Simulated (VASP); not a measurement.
Input of a VASP 6.6.1 run:

File INCAR:

```
SYSTEM = InSb
ALGO = Normal
EDIFF = 1E-6
ENCUT = 520
GGA = PS
ISIF = 2
ISMEAR = 0
LASPH = .True.
LCHARG = .False.
LREAL = .False.
LWAVE = .False.
NBANDS = 16
NELM = 80
PREC = Accurate
SIGMA = 0.15
```

Contents of KPOINTS:

```
k-points
0
Gamma
  16 16 16
  0 0 0
```

POSCAR

```
InSb
1.0
    0.0000000000      3.2599290600      2.9991347352
    3.2599290600      0.0000000000      2.9991347352
    3.2599290600      3.2599290600      0.0000000000
In Sb
1 1
Direct
    0.0000000000      0.0000000000      0.0000000000
    0.7500000000      0.7500000000      0.7500000000
```

Potentials or basis: VASP PAW PBE potentials, release 64 (In_d, Sb).

The run is started by

```sh
$ cat potpaw_PBE.64/In_d/POTCAR potpaw_PBE.64/Sb/POTCAR > POTCAR
$ mpirun -np 1 vasp_std > vasp.out
```

Task: Estimate the pressure.

Result: 4.2 GPa.

Stress tensor (GPa, compression positive):
```
3.63 0.00 0.00
0.00 3.63 0.00
0.00 0.00 5.37
```

Caveat: the cell differs from its parent crystal (strain +0.000 along x and y, -0.080 along z); the PAW data sets were made with another functional, which shifts forces and pressure a little.
